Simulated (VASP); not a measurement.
# Si (a cell with a defect) in VASP: a series of runs

Runs on Si (a cell with a defect). Level: PBEsol. Tasks: single point.

All numbers are computed with VASP 6.6.1; they aren't measurements. Logs are shortened: lines on timing, memory, paths and dates and some standing lists are left out, and cuts for length are marked.

## (1) The cell of the first run

The cell holds a defect, 31 atoms: a = 9.412 Å, b = 9.412 Å, c = 9.412 Å, α = 109.47°, β = 109.47°, γ = 109.47°.

## (2) Single point, PBEsol

INCAR

```
PREC = Accurate ; ENCUT = 520
EDIFF = 1E-6 ; ISMEAR = 0
SIGMA = 0.02 ; LREAL = Auto
LASPH = T ; NELM = 100
ALGO = Normal ; ISIF = 2
LWAVE = F ; LCHARG = F
GGA = PS ; NELECT = 127.0
NBANDS = 83
```

KPOINTS

```
Automatic mesh
0
Gamma
  2 2 2
  0.5 0.5 0.5
```

POSCAR

```
Si
1.0
   -5.4338342764      5.4338342764     -5.4338342764
    5.4338342764     -5.4338342764     -5.4338342764
   -5.4338342764     -5.4338342764      5.4338342764
Si
31
Direct
    0.5000000000      0.0000000000      0.0353052141
    0.2515355497      1.0000000000      0.4916130766
    1.0000000000      1.0000000000      0.7500000000
    0.7416130766      0.7515355497      0.2500000000
    0.7416130766      1.0000000000      1.0015355497
    0.5000000000      0.7515355497      0.4916130766
    0.2583869234      0.7583869234      0.7599224731
    0.0000000000      0.5000000000      0.2500000000
    1.0099224731      0.7583869234      1.0083869234
    0.7484644503      0.4900775269      0.4984644503
    0.5000000000      0.5000000000      0.7500000000
    0.2515355497      0.2416130766      0.2500000000
    0.2583869234      0.5099224731      0.0083869234
    0.9900775269      0.2484644503      0.4984644503
    0.7484644503      0.2484644503      0.7400775269
    0.5000000000      0.2416130766      0.0015355497
    0.7146947859      0.2146947859      0.4646947859
    0.5000000000      0.2476341781      0.7504450334
    0.2523658219      0.2528108554      0.0023658219
    0.0004450334      0.0000000000      0.4976341781
    0.0004450334      0.2476341781      0.2500000000
    0.7476341781      0.0000000000      0.7504450334
    0.2523658219      0.7523658219      0.5028108554
    0.2853052141      0.0000000000      0.2500000000
   -0.0004450334      0.7471891446      0.7495549666
    0.7528108554      0.7523658219      0.0023658219
    0.5000000000      0.5004450334      0.4976341781
    0.5000000000      0.7853052141      0.2500000000
    0.2471891446      0.4995549666      0.7495549666
   -0.0004450334      0.4995549666     -0.0028108554
    0.7476341781      0.5004450334      0.2500000000
```

Potentials or basis: VASP PAW PBE potentials, release 64 (Si).

Started as:

```
> cat potpaw_PBE.64/Si/POTCAR > POTCAR
> mpirun -np 1 vasp_std > vasp.out
```

OUTCAR:

```text
PREC = Accurate
   ENCUT = 520
   EDIFF = 1E-6
   ISMEAR = 0
   LREAL = Auto
   LASPH = T
   NELM = 100
   ISIF = 2
   GGA = PS
   NELECT = 127.0

 ion  position               nearest neighbor table
   1  0.500  0.000  0.035-   5 2.40  16 2.40   7 2.40
   2  0.252  0.000  0.492-  18 2.37  23 2.37  20 2.38  24 2.40
   3  0.000  0.000  0.750-  20 2.38  22 2.38  19 2.38  25 2.38
   4  0.742  0.752  0.250-  20 2.37  26 2.37  31 2.38  28 2.40
   5  0.742  0.000  0.002-  21 2.37  26 2.37  22 2.38   1 2.40
   6  0.500  0.752  0.492-  22 2.37  23 2.37  27 2.38  28 2.40
   7  0.258  0.758  0.760-  25 2.37  29 2.37  23 2.38   1 2.40
   8  0.000  0.500  0.250-  21 2.38  31 2.38  23 2.38  30 2.38
   9  0.010  0.758  0.008-  30 2.37  25 2.37  26 2.38  24 2.40
  10  0.748  0.490  0.498-  31 2.37  27 2.37  25 2.38  17 2.40
  11  0.500  0.500  0.750-  18 2.38  27 2.38  26 2.38  29 2.38
  12  0.252  0.242  0.250-  27 2.37  19 2.37  21 2.38  24 2.40
  13  0.258  0.510  0.008-  30 2.37  29 2.37  19 2.38  28 2.40
  14  0.990  0.248  0.498-  21 2.37  20 2.37  29 2.38  17 2.40
  15  0.748  0.248  0.740-  18 2.37  22 2.37  30 2.38  17 2.40
  16  0.500  0.242  0.002-  31 2.37  19 2.37  18 2.38   1 2.40
  17  0.715  0.215  0.465-  10 2.40  14 2.40  15 2.40
  18  0.500  0.248  0.750-  15 2.37   2 2.37  11 2.38  16 2.38
  19  0.252  0.253  0.002-  12 2.37  16 2.37   3 2.38  13 2.38
  20  0.000  0.000  0.498-  14 2.37   4 2.37   3 2.38   2 2.38
  21  0.000  0.248  0.250-  14 2.37   5 2.37   8 2.38  12 2.38
  22  0.748  0.000  0.750-  15 2.37   6 2.37   3 2.38   5 2.38
  23  0.252  0.752  0.503-   2 2.37   6 2.37   8 2.38   7 2.38
  24  0.285  0.000  0.250-   2 2.40  12 2.40   9 2.40
  25  1.000  0.747  0.750-   7 2.37   9 2.37   3 2.38  10 2.38
  26  0.753  0.752  0.002-   4 2.37   5 2.37  11 2.38   9 2.38
  27  0.500  0.500  0.498-  10 2.37  12 2.37  11 2.38   6 2.38
  28  0.500  0.785  0.250-   4 2.40   6 2.40  13 2.40
  29  0.247  0.500  0.750-   7 2.37  13 2.37  11 2.38  14 2.38
  30  1.000  0.500  0.997-   9 2.37  13 2.37   8 2.38  15 2.38
  31  0.748  0.500  0.250-  10 2.37  16 2.37   8 2.38   4 2.38

  LATTYP: Found a body centered cubic cell.
 ALAT       =    10.8676685528

  Lattice vectors:

 A1 = (  -5.4338342764,   5.4338342764,  -5.4338342764)
 A2 = (   5.4338342764,  -5.4338342764,  -5.4338342764)
 A3 = (  -5.4338342764,  -5.4338342764,   5.4338342764)

Analysis of symmetry for initial positions (statically):
=====================================================================
 Subroutine PRICEL returns:
 Original cell was already a primitive cell.

 Routine SETGRP: Setting up the symmetry group for a
 body centered cubic supercell.

 Subroutine GETGRP returns: Found 24 space group operations
 (whereof  2 operations were pure point group operations)
 out of a pool of 48 trial point group operations.

The static configuration has the point symmetry C_1h.
 The point group associated with its full space group is T_d .

Analysis of symmetry for dynamics (positions and initial velocities):
=====================================================================
 Subroutine PRICEL returns:
 Original cell was already a primitive cell.

 Routine SETGRP: Setting up the symmetry group for a
 body centered cubic supercell.

 Subroutine GETGRP returns: Found 24 space group operations
 (whereof  2 operations were pure point group operations)
 out of a pool of 48 trial point group operations.

The dynamic configuration has the point symmetry C_1h.
 The point group associated with its full space group is T_d .

 Subroutine INISYM returns: Found 24 space group operations
 (whereof  2 operations are pure point group operations),
 and found     1 'primitive' translations

----------------------------------------------------------------------------------------

                                     Primitive cell

  volume of cell :     641.7696

  direct lattice vectors                    reciprocal lattice vectors
    -5.433834276  5.433834276 -5.433834276    -0.092016056  0.000000000 -0.092016056
     5.433834276 -5.433834276 -5.433834276     0.000000000 -0.092016056 -0.092016056
    -5.433834276 -5.433834276  5.433834276    -0.092016056 -0.092016056  0.000000000

  length of vectors
     9.411677047  9.411677047  9.411677047     0.130130355  0.130130355  0.130130355

  position of ions in fractional coordinates (direct lattice)
     0.500000000  0.000000000  0.035305214
     0.251535550  0.000000000  0.491613077
     0.000000000  0.000000000  0.750000000
     0.741613077  0.751535550  0.250000000
     0.741613077  0.000000000  0.001535550
     0.500000000  0.751535550  0.491613077
[... 23 lines left out ...]
     0.999554967  0.499554967  0.997189145
     0.747634178  0.500445033  0.250000000

  ion indices of the primitive-cell ions
   primitive index   ion index
                 1           1
                 2           2
                 3           3
                 4           4
                 5           5
                 6           6
[... 23 lines left out ...]
                30          30
                31          31

----------------------------------------------------------------------------------------

 KPOINTS: Automatic mesh

Automatic generation of k-mesh.
 Grid dimensions read from file:
 generate k-points for:    2    2    2

 Generating k-lattice:

  Cartesian coordinates                     Fractional coordinates (reciprocal lattice)
    -0.046008028  0.000000000 -0.046008028     0.500000000  0.000000000  0.000000000
     0.000000000 -0.046008028 -0.046008028     0.000000000  0.500000000  0.000000000
    -0.046008028 -0.046008028  0.000000000     0.000000000  0.000000000  0.500000000

  Length of vectors
     0.065065177  0.065065177  0.065065177

  Shift w.r.t. Gamma in fractional coordinates (k-lattice)
     0.500000000  0.500000000  0.500000000

 Subroutine IBZKPT returns following result:
 ===========================================

 Found      2 irreducible k-points:

 Following reciprocal coordinates:
            Coordinates               Weight
  0.250000  0.250000  0.250000      2.000000
 -0.250000  0.250000  0.250000      6.000000
   k-points           NKPTS =      2   k-points in BZ     NKDIM =      2   number of bands    NBANDS=     83
   number of dos      NEDOS =    301   number of ions     NIONS =     31
   total plane-waves  NPLWV = 343000
   dimension x,y,z NGX =    70 NGY =   70 NGZ =   70
   dimension x,y,z NGXF=   140 NGYF=  140 NGZF=  140
   ions per type =              31
   NGX,Y,Z   is equivalent  to a cutoff of  12.36, 12.36, 12.36 a.u.
   NGXF,Y,Z  is equivalent  to a cutoff of  24.73, 24.73, 24.73 a.u.
 SYSTEM =  unknown system
   PREC   = accura    normal or accurate (medium, high low for compatibility)
   ISTART =      0    job   : 0-new  1-cont  2-samecut
   ICHARG =      2    charge: 1-file 2-atom 10-const
   ISPIN  =      1    spin polarized calculation?
   LNONCOLLINEAR =      F non collinear calculations
   LSORBIT =      F    spin-orbit coupling
   LASPH  =      T    aspherical Exc in radial PAW
   ENCUT  =  520.0 eV  38.22 Ry    6.18 a.u.  17.50 17.50 17.50*2*pi/ulx,y,z
   NELM   =    100;   NELMIN=  2; NELMDL= -5     # of ELM steps
   EDIFF  = 0.1E-05   stopping-criterion for ELM
   LREAL  =      T    real-space projection
   EDIFFG = 0.1E-04   stopping-criterion for IOM
   NSW    =      0    number of steps for IOM
   IBRION =     -1    ionic relax: 0-MD 1-quasi-New 2-CG
   NFREE  =      0    steps in history (QN), initial steepest desc. (CG)
   ISIF   =      2    stress and relaxation
   ISYM   =      2    0-nonsym 1-usesym 2-fastsym
   POTIM  = 0.5000    time-step for ionic-motion
   TEBEG  =    0.0;   TEEND  =   0.0 temperature during run
   PSTRESS=    0.0 pullay stress
   NELECT =     127.0000    total number of electrons
   NUPDOWN=      -1.0000    fix difference up-down
   EMIN   =  10.00;   EMAX   =-10.00  energy-range for DOS
   EFERMI =   0.00;   METHOD = LEGACY
   ISMEAR =     0;   SIGMA  =   0.02  broadening in eV -4-tet -1-fermi 0-gaus
   EFERMI_NEDOS =   21; number of points for ismear=-14 and -15
   IALGO  =     38    algorithm
   IMIX   =      4    mixing-type and parameters
     AMIX     =   0.40;   BMIX     =  1.00
     AMIX_MAG =   1.60;   BMIX_MAG =  1.00
  volume/ion in A,a.u.               =      20.70       139.71
  Fermi-wavevector in a.u.,A,eV,Ry     =   0.954003  1.802804 12.382955  0.910121
  Thomas-Fermi vector in A             =   2.082710
   LORBIT       =      0    0 simple, 1 ext, 2 COOP (PROOUT), +10 PAW based schemes
   GGA     = PS    functional components
   LHFCALC =     F    Hartree Fock is set to
   AEXX    =    0.0000 exact exchange contribution
   IVDW    =     0    specifies the selected vdW correction
   LEPSILON=     F    determine dielectric tensor
   LRPA    =     F    only Hartree local field effects (RPA)
 non-spin polarized calculation
 Gauss-broadening in eV      SIGMA  =   0.02
  energy-cutoff  :      520.00
  volume of cell :      641.77
 maximum number of plane-waves:     17304
 NGX is ok and might be reduce to    70
   NGX = 35   NGY = 35   NGZ = 35

 number of electron     126.9999998 magnetization

 Free energy of the ion-electron system (eV)
  ---------------------------------------------------
  ext. energy  EPLUGINS =         0.00000000
  ---------------------------------------------------
  free energy    TOTEN  =      -157.13429494 eV

  energy without entropy =     -157.12658183  energy(sigma->0) =     -157.13043838

 E-fermi :   5.9229     XC(G=0):  -9.5455

 val. band max:        5.7187665374   @ k =  -0.2500   0.2500   0.2500
 cond. band min:       5.9289642703   @ k =   0.2500   0.2500   0.2500
 fundamental gap:      0.2101977329
 Fermi energy:         5.9228731502

 k-point     1 :       0.2500    0.2500    0.2500
  band No.  band energies     occupation
      1      -5.6349      2.00000
      2      -5.6348      2.00000
      3      -5.6348      2.00000
      4      -5.3690      2.00000
      5      -3.7882      2.00000
      6      -3.7882      2.00000
[... 67 lines left out ...]
     74       7.0595      0.00000
     75       7.0595      0.00000

 k-point     2 :      -0.2500    0.2500    0.2500
  band No.  band energies     occupation
      1      -6.1051      2.00000
      2      -5.1362      2.00000
      3      -5.0701      2.00000
      4      -5.0701      2.00000
      5      -4.9301      2.00000
      6      -4.2367      2.00000
[... 67 lines left out ...]
     74       7.8375      0.00000
     75       7.8795      0.00000
 [bands above 75 left out]

------------------------ aborting loop because EDIFF is reached ----------------------------------------

  FORCE on cell =-STRESS in cart. coord.  units (eV):
  Direction    XX          YY          ZZ          XY          YZ          ZX
  --------------------------------------------------------------------------------------
  -------------------------------------------------------------------------------------
  Total       18.4189600     18.4189600     18.4189600      0.0000000      0.0000000     -0.0000000
  in kB       45.9829181     45.9829181     45.9829181      0.0000000      0.0000000     -0.0000000
  external PRESSURE =      45.9829181 kB  Pullay stress =       0.0000000 kB

 VOLUME and BASIS-vectors are now :
 -----------------------------------------------------------------------------
  energy-cutoff  :      520.00
  volume of cell :      641.77
      direct lattice vectors                 reciprocal lattice vectors
    -5.433834276  5.433834276 -5.433834276    -0.092016056  0.000000000 -0.092016056
     5.433834276 -5.433834276 -5.433834276     0.000000000 -0.092016056 -0.092016056
    -5.433834276 -5.433834276  5.433834276    -0.092016056 -0.092016056  0.000000000

 POSITION                                       TOTAL-FORCE (eV/Angst)
 -----------------------------------------------------------------------------------
     -2.90876      2.52507     -2.52507        -0.105411     -0.105411      0.105411
     -4.03815     -1.30454      1.30454         0.150109     -0.017208      0.017208
     -4.07538     -4.07538      4.07538         0.000000      0.000000     -0.000000
     -1.30454     -1.41238     -6.75506        -0.017208      0.017208      0.150109
     -4.03815      4.02146     -4.02146         0.150109      0.017208     -0.017208
     -1.30454     -4.03815     -4.12929        -0.017208      0.150109      0.017208
[... 23 lines left out ...]
     -8.13548     -2.70164     -2.72735         0.008453      0.008453      0.103065
     -2.70164     -0.01527     -5.42340         0.008453     -0.008453     -0.103065
 -----------------------------------------------------------------------------------
    total drift:                                0.000000      0.000000      0.000000

  FREE ENERGIE OF THE ION-ELECTRON SYSTEM (eV)
  ---------------------------------------------------
  free  energy   TOTEN  =      -157.1342949416 eV

  energy  without entropy=     -157.1265818257  energy(sigma->0) =     -157.13043838
```

Run time: 2.1 min. Hardware: 1 thread of Intel Xeon Platinum 8488C (Sapphire Rapids), shared host; peak memory 0.65 GiB.

Results:

* Free energy: -157.1343 eV
* Largest force: 0.183 eV/Å

Forces in eV/Å, atoms in the order of the input:
```
Si  -0.105 -0.105  0.105
Si   0.150 -0.017  0.017
Si   0.000  0.000  0.000
Si  -0.017  0.017  0.150
Si   0.150  0.017 -0.017
Si  -0.017  0.150  0.017
Si   0.017  0.017 -0.150
Si   0.000  0.000  0.000
Si   0.017 -0.150  0.017
Si  -0.150 -0.017 -0.017
Si   0.000  0.000  0.000
Si   0.017 -0.017  0.150
Si  -0.150  0.017  0.017
Si  -0.017 -0.150 -0.017
Si  -0.017 -0.017 -0.150
Si   0.017  0.150 -0.017
Si   0.105  0.105  0.105
Si  -0.008 -0.103  0.008
Si   0.103 -0.008 -0.008
Si  -0.103  0.008 -0.008
Si  -0.008  0.008 -0.103
Si  -0.103 -0.008  0.008
Si  -0.008 -0.008  0.103
Si  -0.105  0.105 -0.105
Si   0.103  0.008  0.008
Si  -0.008  0.103 -0.008
Si   0.008 -0.103 -0.008
Si   0.105 -0.105 -0.105
Si   0.008  0.103  0.008
Si   0.008  0.008  0.103
Si   0.008 -0.008 -0.103
```

Levels at points of the mesh, in eV from the Fermi level:
```csv
k point,band 60,band 61,band 62,band 63,band 64,band 65
"(0.25, 0.25, 0.25)",-1.10,-1.10,0.01,0.01,0.01,0.90
```

Caveat: the k points lie up to 0.41 Å⁻¹ apart, too coarse for converged energies and pressures of a metal; the cell carries a net charge on a neutralising background, which shifts energy and pressure; the cell is charged against a uniform background, so pressure and absolute levels hang on convention; the PAW data sets were made with another functional, which shifts forces and pressure a little.

## (3) Single point, PBEsol

INCAR

```
PREC = Accurate ; ENCUT = 520
EDIFF = 1E-7 ; ISMEAR = 0
SIGMA = 0.02 ; LREAL = Auto
LASPH = True ; NELM = 60
ALGO = Normal ; ISIF = 2
LWAVE = False ; LCHARG = True
GGA = PS ; LELF = True
LVHAR = True ; NELECT = 126.0
NBANDS = 83
```

KPOINTS is that of step 2.

POSCAR

```
Si
1.0
   -5.4338342764      5.4338342764     -5.4338342764
    5.4338342764     -5.4338342764     -5.4338342764
   -5.4338342764     -5.4338342764      5.4338342764
Si
31
Direct
    0.5000000666      0.0000000000      0.2146947148
    0.2523659041      1.0000000411      0.4995549849
    0.9995549595      1.0000000411      0.7523658787
    0.7476341370      0.7471891474      0.2476341625
    0.7146947813      1.0000000411      1.0000000411
    0.5000000666      0.7523658787      0.4995549849
    0.2853053518      0.7853053264      0.7853053264
    0.0004449896      0.5004450562      0.2528108938
    0.9995549595      0.7523658787      1.0000000411
    0.7528109604      0.5004450562      0.5004450562
    0.5000000666      0.4995549849      0.7523658787
    0.2471891728      0.2476341625      0.2476341625
    0.2523658121      0.4995549849      0.0000000000
    1.0004451228      0.2528108938      0.5004450562
    0.7476341370      0.2476341625      0.7471891474
    0.5000000666      0.2146947148      0.0000000000
    0.7416130664      0.2416130918      0.4900775152
    0.4999999746      0.2484644233      0.7583868573
    0.2583868827      0.2484644233      0.0000000000
    0.0000000000      0.0000000000      0.4999999746
   -0.0099224594      0.2416130918      0.2416130918
    0.7484643979      0.0000000000      0.7583868573
    0.2515355512      0.7515355258      0.5099224340
    0.2583868827      0.0000000000      0.2484644233
    0.0099224594      0.7515355258      0.7515355258
    0.7484643979      0.7583868573      0.0000000000
    0.4999999746      0.4999999746      0.4999999746
    0.4999999746      0.7583868573      0.2484644233
    0.2515355512      0.5099224340      0.7515355258
    0.0000000000      0.4999999746      0.0000000000
    0.7416130664      0.4900775152      0.2416130918
```

Potentials or basis: VASP PAW PBE potentials, release 64 (Si).

Started as:

```
> cat potpaw_PBE.64/Si/POTCAR > POTCAR
> mpirun -np 1 vasp_std > vasp.out
```

It took 2.6 min on 1 thread of Intel Xeon Platinum 8488C (Sapphire Rapids), shared host; peak memory 0.63 GiB.

It converged, with:

```yaml
Free_energy: -162.9266 eV
Largest_force: 0.009 eV/Å
```

Forces in eV/Å, atoms in the order of the input:
```
Si   0.005  0.005 -0.005
Si   0.004 -0.002  0.002
Si   0.004  0.002 -0.002
Si  -0.004 -0.002 -0.002
Si   0.005 -0.005  0.005
Si  -0.002  0.004  0.002
Si  -0.005 -0.005 -0.005
Si   0.002  0.002 -0.004
Si  -0.002  0.002  0.004
Si   0.002 -0.004  0.002
Si   0.002  0.004 -0.002
Si  -0.002 -0.004 -0.002
Si   0.002 -0.002  0.004
Si  -0.004  0.002  0.002
Si  -0.002 -0.002 -0.004
Si  -0.005  0.005  0.005
Si  -0.001 -0.001 -0.004
Si   0.001  0.004 -0.001
Si   0.001 -0.001  0.004
Si   0.000  0.000  0.000
Si  -0.001 -0.004 -0.001
Si   0.004  0.001 -0.001
Si   0.001  0.001 -0.004
Si   0.004 -0.001  0.001
Si   0.001 -0.004  0.001
Si  -0.001  0.001  0.004
Si   0.000  0.000  0.000
Si  -0.001  0.004  0.001
Si  -0.004  0.001  0.001
Si   0.000  0.000  0.000
Si  -0.004 -0.001 -0.001
```

Levels at points of the mesh, in eV from the Fermi level:
```csv
k point,band 60,band 61,band 62,band 63,band 64,band 65
"(0.25, 0.25, 0.25)",-0.81,-0.81,0.20,0.20,0.20,1.17
```

Caveat: the k points lie up to 0.41 Å⁻¹ apart; the cell carries a net charge on a neutralising background, which shifts energy and pressure; the cell is charged against a uniform background, so pressure and absolute levels hang on convention; the PAW data sets were made with another functional, which shifts forces and pressure a little.

[end of part 1 of 2]
